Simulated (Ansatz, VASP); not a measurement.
# GaAs5 in VASP and in Ansatz

```
CELL_PARAMETERS angstrom
5.18471 0.00000 0.00000
-2.59236 4.49009 0.00000
0.00000 0.00000 5.15565
ATOMIC_POSITIONS crystal
Ga 0.00000 0.00000 0.50000
As 0.00000 0.71387 0.00000
As 0.33333 0.66667 0.50000
As 0.71387 0.00000 0.00000
As 0.66667 0.33333 0.50000
As 0.28613 0.28613 0.00000
```

Change from the starting cell: species swapped into the Mg5Sc type (P-62m, No. 189).

Alike in both runs: functional PBE; k mesh 12 × 12 × 8; occupations gaussian, width 0.1 eV; no spin polarisation.

Ansatz relaxed the structure, and its values are those at the end. VASP's run is a single point on that final structure, the one shown.

```csv
,VASP,Ansatz
version,VASP 6.6.1,Ansatz 0.2.0
potentials or method,"VASP PAW PBE potentials, release 64 (Ga_d, As), cutoff 520 eV","scalar-relativistic, plane waves, PAW"
valence electrons in the cell,38,88
```

```tsv
	VASP	Ansatz	Ansatz less VASP
gap on the k mesh at the Fermi level (eV)	none	none	-
pressure (GPa)	0.1	0.0	-0.16
rms of the force components (eV/Å)	0.017	0.001	-0.0163
```

A gap of «none» marks a metal or a gap that the smearing closes. With one functional, cell and mesh, what is left measures potentials, basis and numerics. VASP's potentials hold 38 valence electrons a cell and Ansatz's 88, so a difference there can come from the potentials and not from the codes.
